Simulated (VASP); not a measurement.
# BP (F-43m) in VASP: further runs

Aim: see how the results for BP move with the level of theory and the settings. Levels: RPBE, BLYP+D4. Tasks: single point, relaxation of cell and atoms.

Program: VASP 6.6.1. These are calculated values, not measurements. Logs are shortened: lines on timing, memory, paths and dates and some standing lists are left out, and cuts for length are marked.

### 1 The cell of the first run

The structure is cubic, space group F-43m (No. 216). The conventional cell has a = 4.575 Å, b = 4.575 Å, c = 4.575 Å, α = 90.00°, β = 90.00°, γ = 90.00°. Within 2.6 Å of P (site symmetry -43m) lie 4 B at 1.98 Å. B (site symmetry -43m) has 4 P at 1.98 Å within 2.6 Å.

### 2 Single point, RPBE

INCAR

```
ALGO = Normal
EDIFF = 1E-6
ENCUT = 520
GGA = RP
ISIF = 2
ISMEAR = -1
LASPH = True
LCHARG = True
LELF = True
LREAL = False
LVHAR = True
LWAVE = False
NBANDS = 11
NELM = 80
PREC = Accurate
SIGMA = 0.05
```

KPOINTS

```
k-points
0
Gamma
  10 10 10
```

POSCAR

```
BP
1.0
    0.0000000000      2.2872702334      2.2872702334
    2.2872702334      0.0000000000      2.2872702334
    2.2872702334      2.2872702334      0.0000000000
P B
1 1
Direct
    0.7500000000      0.7500000000      0.7500000000
    0.0000000000      0.0000000000      0.0000000000
```

Potentials or basis: VASP PAW PBE potentials, release 64 (P, B).

Run with:

```console
$ cat potpaw_PBE.64/P/POTCAR potpaw_PBE.64/B/POTCAR > POTCAR
$ mpirun -np 1 vasp_std > vasp.out
```

OUTCAR:

```text
EDIFF = 1E-6
   ENCUT = 520
   GGA = RP
   ISIF = 2
   ISMEAR = -1
   LASPH = True
   LREAL = False
   NELM = 80
   PREC = Accurate

 ion  position               nearest neighbor table
   1  0.750  0.750  0.750-   2 1.98   2 1.98   2 1.98   2 1.98
   2  0.000  0.000  0.000-   1 1.98   1 1.98   1 1.98   1 1.98

  LATTYP: Found a face centered cubic cell.
 ALAT       =     4.5745404668

  Lattice vectors:

 A1 = (   0.0000000000,   2.2872702334,   2.2872702334)
 A2 = (   2.2872702334,   0.0000000000,   2.2872702334)
 A3 = (   2.2872702334,   2.2872702334,   0.0000000000)

Analysis of symmetry for initial positions (statically):
=====================================================================
 Subroutine PRICEL returns:
 Original cell was already a primitive cell.

 Routine SETGRP: Setting up the symmetry group for a
 face centered cubic supercell.

 Subroutine GETGRP returns: Found 24 space group operations
 (whereof 24 operations were pure point group operations)
 out of a pool of 48 trial point group operations.

The static configuration has the point symmetry T_d .

Analysis of symmetry for dynamics (positions and initial velocities):
=====================================================================
 Subroutine PRICEL returns:
 Original cell was already a primitive cell.

 Routine SETGRP: Setting up the symmetry group for a
 face centered cubic supercell.

 Subroutine GETGRP returns: Found 24 space group operations
 (whereof 24 operations were pure point group operations)
 out of a pool of 48 trial point group operations.

The dynamic configuration has the point symmetry T_d .

 Subroutine INISYM returns: Found 24 space group operations
 (whereof 24 operations are pure point group operations),
 and found     1 'primitive' translations

----------------------------------------------------------------------------------------

                                     Primitive cell

  volume of cell :      23.9322

  direct lattice vectors                    reciprocal lattice vectors
     0.000000000  2.287270233  2.287270233    -0.218601192  0.218601192  0.218601192
     2.287270233  0.000000000  2.287270233     0.218601192 -0.218601192  0.218601192
     2.287270233  2.287270233  0.000000000     0.218601192  0.218601192 -0.218601192

  length of vectors
     3.234688585  3.234688585  3.234688585     0.378628372  0.378628372  0.378628372

  position of ions in fractional coordinates (direct lattice)
     0.750000000  0.750000000  0.750000000
     0.000000000  0.000000000  0.000000000

  ion indices of the primitive-cell ions
   primitive index   ion index
                 1           1
                 2           2

----------------------------------------------------------------------------------------

 KPOINTS: k-points

Automatic generation of k-mesh.
 Grid dimensions read from file:
 generate k-points for:   10   10   10

 Generating k-lattice:

  Cartesian coordinates                     Fractional coordinates (reciprocal lattice)
    -0.021860119  0.021860119  0.021860119     0.100000000  0.000000000  0.000000000
     0.021860119 -0.021860119  0.021860119     0.000000000  0.100000000  0.000000000
     0.021860119  0.021860119 -0.021860119     0.000000000  0.000000000  0.100000000

  Length of vectors
     0.037862837  0.037862837  0.037862837

  Shift w.r.t. Gamma in fractional coordinates (k-lattice)
     0.000000000  0.000000000  0.000000000

 Subroutine IBZKPT returns following result:
 ===========================================

 Found     47 irreducible k-points:

 Following reciprocal coordinates:
            Coordinates               Weight
  0.000000  0.000000  0.000000      1.000000
  0.100000  0.000000  0.000000      8.000000
  0.200000  0.000000  0.000000      8.000000
  0.300000  0.000000  0.000000      8.000000
  0.400000  0.000000  0.000000      8.000000
  0.500000  0.000000  0.000000      4.000000
[... 16 lines left out ...]
  0.300000  0.300000  0.000000      6.000000
  0.400000  0.300000  0.000000     24.000000
 [... further k-points ...]
   k-points           NKPTS =     47   k-points in BZ     NKDIM =     47   number of bands    NBANDS=     11
   number of dos      NEDOS =    301   number of ions     NIONS =      2
   total plane-waves  NPLWV =  13824
   dimension x,y,z NGX =    24 NGY =   24 NGZ =   24
   dimension x,y,z NGXF=    48 NGYF=   48 NGZF=   48
   ions per type =               1   1
   NGX,Y,Z   is equivalent  to a cutoff of  12.33, 12.33, 12.33 a.u.
   NGXF,Y,Z  is equivalent  to a cutoff of  24.67, 24.67, 24.67 a.u.
 SYSTEM =  unknown system
   PREC   = accura    normal or accurate (medium, high low for compatibility)
   ISTART =      0    job   : 0-new  1-cont  2-samecut
   ICHARG =      2    charge: 1-file 2-atom 10-const
   ISPIN  =      1    spin polarized calculation?
   LNONCOLLINEAR =      F non collinear calculations
   LSORBIT =      F    spin-orbit coupling
   LASPH  =      T    aspherical Exc in radial PAW
   ENCUT  =  520.0 eV  38.22 Ry    6.18 a.u.   6.01  6.01  6.01*2*pi/ulx,y,z
   NELM   =     80;   NELMIN=  2; NELMDL= -5     # of ELM steps
   EDIFF  = 0.1E-05   stopping-criterion for ELM
   LREAL  =      F    real-space projection
   EDIFFG = 0.1E-04   stopping-criterion for IOM
   NSW    =      0    number of steps for IOM
   IBRION =     -1    ionic relax: 0-MD 1-quasi-New 2-CG
   NFREE  =      0    steps in history (QN), initial steepest desc. (CG)
   ISIF   =      2    stress and relaxation
   ISYM   =      2    0-nonsym 1-usesym 2-fastsym
   POTIM  = 0.5000    time-step for ionic-motion
   TEBEG  =    0.0;   TEEND  =   0.0 temperature during run
   PSTRESS=    0.0 pullay stress
   NELECT =       8.0000    total number of electrons
   NUPDOWN=      -1.0000    fix difference up-down
   EMIN   =  10.00;   EMAX   =-10.00  energy-range for DOS
   EFERMI =   0.00;   METHOD = LEGACY
   ISMEAR =    -1;   SIGMA  =   0.05  broadening in eV -4-tet -1-fermi 0-gaus
   EFERMI_NEDOS =   21; number of points for ismear=-14 and -15
   IALGO  =     38    algorithm
   IMIX   =      4    mixing-type and parameters
     AMIX     =   0.40;   BMIX     =  1.00
     AMIX_MAG =   1.60;   BMIX_MAG =  1.00
  volume/ion in A,a.u.               =      11.97        80.75
  Fermi-wavevector in a.u.,A,eV,Ry     =   1.136172  2.147053 17.563576  1.290886
  Thomas-Fermi vector in A             =   2.272877
   LORBIT       =      0    0 simple, 1 ext, 2 COOP (PROOUT), +10 PAW based schemes
   GGA     = RP    functional components
   LHFCALC =     F    Hartree Fock is set to
   AEXX    =    0.0000 exact exchange contribution
   IVDW    =     0    specifies the selected vdW correction
   LEPSILON=     F    determine dielectric tensor
   LRPA    =     F    only Hartree local field effects (RPA)
 non-spin polarized calculation
  energy-cutoff  :      520.00
  volume of cell :       23.93
 maximum number of plane-waves:       656
   NGX = 13   NGY = 13   NGZ = 13

 number of electron       7.9999999 magnetization

 Free energy of the ion-electron system (eV)
  ---------------------------------------------------
  ext. energy  EPLUGINS =         0.00000000
  ---------------------------------------------------
  free energy    TOTEN  =       -12.27492007 eV

  energy without entropy =      -12.27492004  energy(sigma->0) =      -12.27492006

 E-fermi :   7.8635     XC(G=0): -10.7283

 val. band max:        7.2383586782   @ k =   0.0000   0.0000   0.0000
 cond. band min:       8.5255439781   @ k =   0.4000   0.4000   0.0000
 fundamental gap:      1.2871852998
 Fermi energy:         7.8634747342

 k-point     1 :       0.0000    0.0000    0.0000
  band No.  band energies     occupation
      1      -8.0252      2.00000
      2       7.2384      1.99999
      3       7.2384      1.99999
      4       7.2384      1.99999
      5      10.5982      0.00000
      6      10.5982      0.00000
      7      10.5982      0.00000
      8      14.2900      0.00000
      9      18.7477      0.00000
     10      19.2119      0.00000
     11      19.2119      0.00000

 k-point     2 :       0.1000    0.0000    0.0000
  band No.  band energies     occupation
      1      -7.8485      2.00000
      2       5.9493      2.00000
      3       6.9490      2.00000
      4       6.9490      2.00000
      5      10.9990      0.00000
      6      10.9990      0.00000
      7      11.0208      0.00000
      8      14.8375      0.00000
      9      18.5662      0.00000
     10      18.5662      0.00000
     11      19.3025      0.00000

 k-point     3 :       0.2000    0.0000    0.0000
  band No.  band energies     occupation
      1      -7.3257      2.00000
      2       3.6405      2.00000
      3       6.3988      2.00000
      4       6.3988      2.00000
      5      11.1835      0.00000
      6      11.7106      0.00000
      7      11.7106      0.00000
      8      16.0945      0.00000
      9      17.9909      0.00000
     10      17.9909      0.00000
     11      20.1349      0.00000

 k-point     4 :       0.3000    0.0000    0.0000
  band No.  band energies     occupation
      1      -6.4874      2.00000
      2       1.3216      2.00000
      3       5.9166      2.00000
      4       5.9166      2.00000
      5      11.0650      0.00000
      6      12.0495      0.00000
      7      12.0495      0.00000
      8      17.1273      0.00000
      9      18.5517      0.00000
     10      18.5517      0.00000
     11      20.3483      0.00000
[... 239 lines left out ...]
 k-point    22 :      -0.2000    0.2000    0.0000
  band No.  band energies     occupation
      1      -6.2017      2.00000
      2       2.0339      2.00000
      3       3.1584      2.00000
      4       6.0124      2.00000
      5      11.6614      0.00000
      6      12.4886      0.00000
      7      13.5380      0.00000
      8      15.4603      0.00000
      9      16.6881      0.00000
     10      20.7454      0.00000
     11      22.8138      0.00000

 k-point    23 :       0.3000    0.3000    0.0000
  band No.  band energies     occupation
      1      -5.9527      2.00000
      2       2.4107      2.00000
      3       4.0834      2.00000
      4       4.0834      2.00000
      5       8.7966      0.00000
      6      11.1832      0.00000
      7      15.9700      0.00000
      8      15.9700      0.00000
      9      20.0520      0.00000
     10      21.4251      0.00000
     11      23.6296      0.00000

 k-point    24 :       0.4000    0.3000    0.0000
  band No.  band energies     occupation
      1      -5.1463      2.00000
      2       1.1084      2.00000
      3       3.2774      2.00000
      4       3.7940      2.00000
      5       9.0839      0.00000
      6      10.8946      0.00000
      7      16.5638      0.00000
      8      16.5898      0.00000
      9      21.0505      0.00000
     10      22.2861      0.00000
     11      24.0679      0.00000

 [... further k-points ...]

------------------------ aborting loop because EDIFF is reached ----------------------------------------

  FORCE on cell =-STRESS in cart. coord.  units (eV):
  Direction    XX          YY          ZZ          XY          YZ          ZX
  --------------------------------------------------------------------------------------
  -------------------------------------------------------------------------------------
  Total       -0.0576003     -0.0576003     -0.0576003      0.0000000      0.0000000      0.0000000
  in kB       -3.8561435     -3.8561435     -3.8561435      0.0000000      0.0000000      0.0000000
  external PRESSURE =      -3.8561435 kB  Pullay stress =       0.0000000 kB

 VOLUME and BASIS-vectors are now :
 -----------------------------------------------------------------------------
  energy-cutoff  :      520.00
  volume of cell :       23.93
      direct lattice vectors                 reciprocal lattice vectors
     0.000000000  2.287270233  2.287270233    -0.218601192  0.218601192  0.218601192
     2.287270233  0.000000000  2.287270233     0.218601192 -0.218601192  0.218601192
     2.287270233  2.287270233  0.000000000     0.218601192  0.218601192 -0.218601192

 POSITION                                       TOTAL-FORCE (eV/Angst)
 -----------------------------------------------------------------------------------
      3.43091      3.43091      3.43091         0.000000     -0.000000      0.000000
      0.00000      0.00000      0.00000        -0.000000      0.000000     -0.000000
 -----------------------------------------------------------------------------------
    total drift:                               -0.000000     -0.000000     -0.000000

  FREE ENERGIE OF THE ION-ELECTRON SYSTEM (eV)
  ---------------------------------------------------
  free  energy   TOTEN  =       -12.2749200715 eV

  energy  without entropy=      -12.2749200391  energy(sigma->0) =      -12.27492006
```

It took 14 s on 1 thread of Intel Xeon 8259CL, shared host; peak memory 0.14 GiB.

What came out:

```yaml
Free_energy: -12.2749 eV
Pressure: -0.4 GPa
Band_gap_on_the_k_mesh: 1.29 eV, indirect (least direct gap 3.36 eV)
```

Caveat: the PAW data sets were made with another functional, which shifts forces and pressure a little. A k mesh can miss the band edges.

### 3 Single point, BLYP+D4

This run uses another cell than the first one, of 11.40 Å³/atom, 0.953 times its volume.

INCAR

```
PREC = Accurate
ENCUT = 520
EDIFF = 1E-6
ISMEAR = -1
SIGMA = 0.05
LREAL = False
LASPH = True
NELM = 80
ALGO = Normal
ISIF = 2
LWAVE = False
LCHARG = True
GGA = B5
ALDAX = 1.0
AGGAX = 1.0
AGGAC = 1.0
ALDAC = 0.0
IVDW = 13
VDW_S6 = 1.0
VDW_S8 = 2.34076671
VDW_A1 = 0.44488865
VDW_A2 = 4.0933009
LELF = True
LVHAR = True
NBANDS = 11
```

KPOINTS

```
regular mesh
0
Gamma
  10 10 10
```

POSCAR

```
BP
1.0
    0.0000000000      2.2509205132      2.2509205132
    2.2509205132      0.0000000000      2.2509205132
    2.2509205132      2.2509205132      0.0000000000
P B
1 1
Direct
    0.7500000000      0.7500000000      0.7500000000
    0.0000000000      0.0000000000      0.0000000000
```

Potentials or basis: VASP PAW PBE potentials, release 64 (P, B).

Run with:

```console
$ cat potpaw_PBE.64/P/POTCAR potpaw_PBE.64/B/POTCAR > POTCAR
$ mpirun -np 1 vasp_std > vasp.out
```

Run time: 24 s. Hardware: 1 thread of Intel Xeon 8259CL, shared host; peak memory 0.13 GiB.

The run converged. Its results:

* Free energy: -12.9522 eV
* Pressure: -0.2 GPa
* Band gap on the k mesh: 1.51 eV, indirect (least direct gap 3.62 eV)
* Dispersion energy per atom: -0.708 eV

Levels at points of the mesh, in eV from the valence-band top:
| k point | band 1 | band 2 | band 3 | band 4 | band 5 | band 6 | band 7 | band 8 | band 9 |
| --- | --- | --- | --- | --- | --- | --- | --- | --- | --- |
| (0.00, 0.00, 0.00) | -15.50 | 0.00 | 0.00 | 0.00 | 3.62 | 3.62 | 3.62 | 7.84 | 12.10 |
| (0.50, 0.00, 0.00) | -12.15 | -9.00 | -1.75 | -1.75 | 4.10 | 4.97 | 4.97 | 10.56 | 14.99 |
| (0.50, 0.50, 0.00) | -10.61 | -8.56 | -4.10 | -4.10 | 1.61 | 1.96 | 12.42 | 12.42 | 15.56 |

Caveat: the PAW data sets were made with another functional, which shifts forces and pressure a little. A hybrid or GW would open this gap; BLYP tends to underestimate it.

### 4 Relaxation of cell and atoms, RPBE

This run uses another cell than the first one, of 11.68 Å³/atom, 0.976 times its volume.

INCAR

```
SYSTEM = BP
ALGO     = Normal         ! electronic algorithm
EDIFF    = 1E-7           ! SCF threshold, eV
EDIFFG   = -0.005         ! ionic threshold
ENCUT    = 600            ! plane-wave cutoff, eV
GGA      = RP             ! functional
IBRION   = 2              ! ionic algorithm
ISIF     = 3              ! what is computed and relaxed
ISMEAR   = -1             ! smearing method
LASPH    = .TRUE.         ! aspherical terms in the spheres
LCHARG   = .FALSE.        ! write CHGCAR
LREAL    = .FALSE.        ! projectors in reciprocal space
LWAVE    = .FALSE.        ! write WAVECAR
NELM     = 60             ! most SCF steps
NSW      = 80             ! ionic steps
PREC     = Accurate       ! precision mode
SIGMA    = 0.05           ! smearing width, eV
```

KPOINTS

```
k-points
0
G
  10 10 10
  0 0 0
```

POSCAR

```
BP
1.0
    0.0000000000      2.2690000000      2.2690000000
    2.2690000000      0.0000000000      2.2690000000
    2.2690000000      2.2690000000      0.0000000000
P B
1 1
Direct
    0.7500000000      0.7500000000      0.7500000000
    0.0000000000      0.0000000000      0.0000000000
```

Run with:

```console
$ cat potpaw_PBE.64/P/POTCAR potpaw_PBE.64/B/POTCAR > POTCAR
$ mpirun -np 1 vasp_std > vasp.out
```

It took 53 s on 1 thread of Intel Xeon 8259CL, shared host; peak memory 0.15 GiB.

It converged, with:

- Free energy: -12.2764 eV
- Relaxed volume: 11.94 Å³/atom
- Relaxed cell: a = 3.232 Å, b = 3.232 Å, c = 3.232 Å, α = 60.00°, β = 60.00°, γ = 60.00°
- Space group after relaxing (to 0.05 Å): F-43m (No. 216)
- Energy gained by relaxing: 2.7 meV/atom
- Ionic steps: 3
- Pressure after relaxing: 0.0 GPa
- Band gap on the k mesh: 1.28 eV, indirect (least direct gap 3.36 eV)

Step by step:
| step | energy change (eV) | largest force (eV/Å) | pressure (GPa) | volume (Å³) |
| --- | --- | --- | --- | --- |
| 1 | 0.0000 | 0.0000 | 3.50 | 23.36 |
| 2 | -0.0028 | 0.0000 | -2.29 | 24.24 |
| 3 | -0.0055 | 0.0000 | 0.01 | 23.87 |

Final structure:
```yaml
crystal:
  lattice:
    - [0.00000, 2.28535, 2.28535]
    - [2.28535, 0.00000, 2.28535]
    - [2.28535, 2.28535, 0.00000]
  atoms:
    - { symbol: P, position: [0.75000, 0.75000, 0.75000] }
    - { symbol: B, position: [0.00000, 0.00000, 0.00000] }
```

Levels at points of the mesh, in eV from the valence-band top:
| k point | band 1 | band 2 | band 3 | band 4 | band 5 | band 6 | band 7 | band 8 |
| --- | --- | --- | --- | --- | --- | --- | --- | --- |
| (0.00, 0.00, 0.00) | -15.29 | 0.00 | 0.00 | 0.00 | 3.36 | 3.36 | 3.36 | 7.09 |
| (0.50, 0.00, 0.00) | -12.04 | -8.89 | -1.73 | -1.73 | 3.66 | 4.69 | 4.69 | 10.15 |
| (0.50, 0.50, 0.00) | -10.53 | -8.51 | -4.04 | -4.04 | 1.38 | 1.72 | 11.96 | 11.96 |

Caveat: the PAW data sets were made with another functional, which shifts forces and pressure a little. RPBE and its kin give volumes clearly too large for solids.

### 5 Summary

```csv
task,level,cell,cutoff (eV),gap on the mesh (eV),pressure (GPa)
single point,RPBE,"a = 3.235 Å, angles 60.0°, 2 atoms",520,1.29,-0.4
single point,BLYP+D4,"a = 3.183 Å, angles 60.0°, 2 atoms",520,1.51,-0.2
relaxation of cell and atoms,RPBE,"relaxed from a = 3.209 Å, angles 60.0°, 2 atoms",600,1.28,0.0
```

Alike in all rows: potentials or basis VASP PAW PBE potentials, release 64 (P, B); no spin polarisation; k mesh 10 × 10 × 10; smearing fermi-dirac 0.05 eV.

Caveats: the PAW data sets were made with another functional, which shifts forces and pressure a little.

Total energies depend on the potentials used, so only differences within one code and one set of settings carry meaning.
